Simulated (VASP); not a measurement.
KBr: single point with revPBE

KBr:

```
K Br
1.0
     3.93977    0.00000    0.00000
     0.00000    3.93977    0.00000
     0.00000    0.00000    3.93977
K Br
1 1
Direct
  0.00000 0.00000 0.00000
  0.50000 0.50000 0.50000
```

- Program: VASP 6.6.1
- Task: single point
- Functional: revPBE
- Potentials or basis: VASP PAW PBE potentials, release 64 (K_sv, Br)
- Cutoff: 500 eV
- k mesh: 4 × 4 × 4
- Occupations: methfessel-paxton, width 0.02 eV
- Spin: no spin polarisation

- Pressure: 2.9 GPa
- Band gap on the k mesh: 4.37 eV, indirect (least direct gap 4.65 eV)

Levels at points of the mesh, in eV from the valence-band top:
```csv
k point,band 4,band 5,band 6,band 7,band 8,band 9,band 10,band 11,band 12,band 13
"(0.00, 0.00, 0.00)",-12.05,-12.05,-0.28,-0.28,-0.28,4.37,5.92,5.92,9.87,9.87
"(0.50, 0.00, 0.00)",-12.02,-11.81,-2.13,-0.27,-0.27,6.99,7.37,8.28,9.02,9.97
"(0.50, 0.50, 0.00)",-12.22,-12.01,-1.52,-1.52,0.00,5.44,6.71,8.18,8.18,11.10
"(0.50, 0.50, 0.50)",-12.18,-12.18,-1.60,-1.60,-1.60,7.77,7.77,7.77,9.80,9.80
```

It took 5.4 s on 1 thread of Intel(R) Xeon(R) 6975P-C (Granite Rapids), with other jobs on the host, peak memory 0.16 GiB.

Caveat: the PAW data sets were made with another functional, which shifts forces and pressure a little. A hybrid or GW would open this gap; revPBE tends to underestimate it.
